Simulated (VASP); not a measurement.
Crystal: K2S.

```
K S
1.0
     0.00000    3.69550    3.69550
     3.69550    0.00000    3.69550
     3.69550    3.69550    0.00000
K S
2 1
Direct
  0.25000 0.25000 0.25000
  0.75000 0.75000 0.75000
  0.00000 0.00000 0.00000
```

Base run:

| Item | Value |
| --- | --- |
| Program | VASP 6.6.1 |
| Functional | revPBE |
| Potentials or basis | VASP PAW PBE potentials, release 64 (K_sv, S) |
| Cutoff | 500 eV |
| k mesh | 6 × 6 × 6 |
| Occupations | gaussian, width 0.05 eV |
| Spin | no spin polarisation |

Its results: band gap on the k mesh 2.63 eV (least direct gap 2.83 eV); pressure 1.6 GPa.

Q: The run is repeated on the same cell with these changes: functional from revPBE to PBEsol. What comes out?

A: Band gap on the k mesh 2.29 eV (least direct gap 2.50 eV); pressure -0.4 GPa.

PBEsol binds more tightly than revPBE, so the same cell stands under less pressure.

Caveats: the PAW data sets were made with another functional, which shifts forces and pressure a little.

A k mesh can miss the band edges.
